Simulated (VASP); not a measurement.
Runs of VASP 6.6.1 on Cu. The structure is that of space group R-3m (No. 166), or close to it. The cells are those of the table. 

| cell | further INCAR settings | gap on the mesh (eV) | pressure (GPa) |
| --- | --- | --- | --- |
| a = 2.295 Å, angles 82.7°, 1 atom | ALGO = Fast; EDIFF = 1e-06; NBANDS = 12 | none | 14.5 |
| a = 2.936 Å, angles 45.7°, 1 atom | ALGO = Fast; EDIFF = 1e-06; NBANDS = 12 | none | (a) |
| a = 3.220 Å, angles 38.9°, 1 atom | ALGO = Fast; EDIFF = 1e-06; NBANDS = 12 | none | 55.8 |
| a = 2.436 Å, angles 67.3°, 1 atom | ALGO = Fast; EDIFF = 1e-07; NBANDS = 12 | none | (b) |
| a = 2.736 Å, angles 52.2°, 1 atom | ALGO = Fast; EDIFF = 1e-07; NBANDS = 12 | none | 0.4 |
| a = 3.514 Å, angles 33.6°, 1 atom | ALGO = Fast; EDIFF = 1e-06; NBANDS = 12 | none | 103.7 |
| a = 2.344 Å, angles 75.3°, 1 atom | ALGO = Fast; EDIFF = 1e-07; NBANDS = 12 | none | 6.7 |

Alike in all rows: task single point; level PBEsol; potentials or basis VASP PAW PBE potentials, release 64 (Cu); no spin polarisation; k mesh 24 × 24 × 24; cutoff (eV) 520; smearing gaussian 0.15 eV.

Task: Fill in the values left out.

Result: (a) 18.4; (b) -2.1.

Caveats: the PAW data sets were made with another functional, which shifts forces and pressure a little; the cell stands under pressure (at least some runs).

A gap of «none» marks levels without a gap at the run's occupations.
